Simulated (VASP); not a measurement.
Wanted: the native input for a VASP 6.6.1 run.

* Task: single point
* Functional: LDA
* Potentials or basis: VASP PAW LDA potentials, release 64 (Ca_sv, C)
* Cutoff: 600 eV
* k mesh: 10 × 10 × 10
* Occupations: gaussian, width 0.05 eV
* Spin: no spin polarisation
* Dipole correction: no
* Further INCAR settings: ALGO = Normal; EDIFF = 1e-06; NBANDS = 16

The structure of CaC2 lies in POSCAR:

```
CaC2
1.0
   -1.8789219473      1.8789219473      3.4134565569
    1.8789219473     -1.8789219473      3.4134565569
    1.8789219473      1.8789219473     -3.4134565569
Ca C
1 2
Direct
    0.0000000000      0.0000000000      0.0000000000
    0.5996770466      0.5996770466      0.0000000000
    0.4003229534      0.4003229534      0.0000000000
```

This cell differs from its parent crystal: strain +0.0875 x Voigt [0, 0, 1, 0, 0, 0].

These files were run (other wordings do the same):

INCAR

```
SYSTEM = CaC2
PREC = Accurate ; ENCUT = 600
EDIFF = 1E-6 ; ISMEAR = 0
SIGMA = 0.05 ; LREAL = .False.
LASPH = .True. ; NELM = 120
ALGO = Normal ; ISIF = 2
LWAVE = .False. ; LCHARG = .False.
GGA = CA ; NBANDS = 16
GGA_COMPAT = .False.
```

KPOINTS

```
Automatic mesh
0
Gamma
  10 10 10
  0 0 0
```

Potentials or basis: VASP PAW LDA potentials, release 64 (Ca_sv, C).

The run is started by

```console
$ cat potpaw_LDA.64/Ca_sv/POTCAR potpaw_LDA.64/C/POTCAR > POTCAR
$ mpirun -np 1 vasp_std > vasp.out
```

Results of the run:

The pressure is -12.9 GPa, the largest force is 5.591 eV/Å and the band gap on the k mesh is 0.51 eV (least direct gap 1.67 eV).

Caveat: the cell differs from its parent crystal (strain +0.0875 x Voigt [0, 0, 1, 0, 0, 0]); the cell stands under tension; forces of over 1 eV/Å act on the atoms, so gaps and moduli don't describe the material at rest.

Run time: 94 s on 1 thread of Intel(R) Xeon(R) Platinum 8488C (Sapphire Rapids), on a shared host, peak memory 0.23 GiB.
